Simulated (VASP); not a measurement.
Write the native input for VASP 6.6.1 that does the following.

```yaml
Task: single point
Functional: PBE
Potentials_or_basis: VASP PAW PBE potentials, release 64 (Ca_sv, B)
Cutoff: 520 eV
k_mesh: 4 × 4 × 4
Occupations: gaussian, width 0.2 eV
Spin: no spin polarisation
Dipole_correction: no
Further_INCAR_settings: ALGO = Normal; EDIFF = 1e-06; NBANDS = 23
```

The structure of CaB6 lies in POSCAR:

```
CaB6
1.0
    4.4879810962      0.0000000000      0.0000000000
    0.0000000000      4.4879810962      0.0000000000
    0.0000000000      0.0000000000      4.8541515471
Ca B
1 6
Direct
    0.0000000000      0.0000000000      0.0560460367
    0.8079000590      0.8078903107      0.5557436232
    0.1920999410      0.1921096893      0.5557436232
    0.1921096893      0.8079000590      0.5557436232
    0.8078903107      0.1920999410      0.5557436232
    0.0000000000      0.5000000000      0.5547706052
    0.5000000000      0.0000000000      0.5547706052
```

These files were run (other wordings do the same):

INCAR

```
SYSTEM = CaB6
ALGO     = Normal         ! electronic algorithm
EDIFF    = 1E-6           ! SCF threshold, eV
ENCUT    = 520            ! plane-wave cutoff, eV
GGA      = PE             ! functional
ISIF     = 2              ! what is computed and relaxed
ISMEAR   = 0              ! smearing method
LASPH    = .TRUE.         ! aspherical terms in the spheres
LCHARG   = .FALSE.        ! write CHGCAR
LREAL    = .FALSE.        ! projectors in reciprocal space
LWAVE    = .FALSE.        ! write WAVECAR
NBANDS   = 23             ! bands
NELM     = 100            ! most SCF steps
PREC     = Accurate       ! precision mode
SIGMA    = 0.2            ! smearing width, eV
```

KPOINTS

```
k-points
0
G
  4 4 4
  0 0 0
```

Potentials or basis: VASP PAW PBE potentials, release 64 (Ca_sv, B).

Run with:

```sh
$ cat potpaw_PBE.64/Ca_sv/POTCAR potpaw_PBE.64/B/POTCAR > POTCAR
$ mpirun -np 1 vasp_std > vasp.out
```

It gave:

```json
{"Pressure": "-0.2 GPa", "Largest force": "0.022 eV/Å", "Band gap on the k mesh": "zero (band 14 reaches 4.04 eV, above the bottom of band 15 at 3.09 eV)"}
```

It took 19 s on 1 thread of Intel(R) Xeon(R) 6975P-C (Granite Rapids), with other jobs on the host, peak memory 0.21 GiB.
